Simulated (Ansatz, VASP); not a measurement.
Two plane-wave programs on Se

Contents of INCAR:

```
SYSTEM = Se
PREC = Accurate
ENCUT = 520
EDIFF = 1E-6
ISMEAR = 0
SIGMA = 0.15
LREAL = .False.
LASPH = .True.
NELM = 60
ALGO = Normal
ISIF = 2
LWAVE = .False.
LCHARG = .True.
GGA = PE
LELF = .True.
LVHAR = .True.
NBANDS = 13
```

KPOINTS

```
Automatic mesh
0
Gamma
  14 14 14
  0 0 0
```

The input POSCAR:

```
Se
1.0
    0.0000000000      3.5085064713      2.4805140752
    3.5085064713      0.0000000000      2.4805140752
    3.5085064713      3.5085064713      0.0000000000
Se
2
Direct
    0.5000000000      0.5000000000      0.5000000000
    0.7500000000      0.7500000000      0.7500000000
```

Input for Ansatz:

```yaml
crystal:
  lattice:
    - [0.0, 3.5085064713, 2.4805140752]
    - [3.5085064713, 0.0, 2.4805140752]
    - [3.5085064713, 3.5085064713, 0.0]
  atoms:
    - { symbol: Se, position: [0.5, 0.5, 0.5] }
    - { symbol: Se, position: [0.75, 0.75, 0.75] }
basis:
  ecutwfc: 420
kpoints:
  mp_grid: { grid: [14, 14, 14] }
hamiltonian:
  xc: pbe
scf:
  occupations: { method: gaussian, width: 0.15 }
output:
  forces: true
  stress: true
  eigenvalues: true
```

Alike in both runs: task single point; functional PBE; k mesh 14 × 14 × 14; occupations gaussian, width 0.15 eV; no spin polarisation.

```csv
,VASP,Ansatz
version,VASP 6.6.1,Ansatz 0.2.0
potentials or method,"VASP PAW PBE potentials, release 64 (Se), cutoff 520 eV","scalar-relativistic, plane waves, PAW"
valence electrons in the cell,12,32
```

Ansatz gave:

* gap on the k mesh at the Fermi level (eV): none
* pressure (GPa): -2.0
* traceless stress, the component that is largest in VASP (GPa): -2.07

Problem. What did VASP give for the same quantities?

Solution. gap on the k mesh at the Fermi level (eV): none; pressure (GPa): -2.0; traceless stress, the component that is largest in VASP (GPa): -2.08.

A gap of «none» marks a metal or a gap that the smearing closes. The functional is the same, so the differences come from potentials, cutoffs and numerics. VASP's potentials hold 12 valence electrons a cell and Ansatz's 32, so a difference there can come from the potentials and not from the codes.
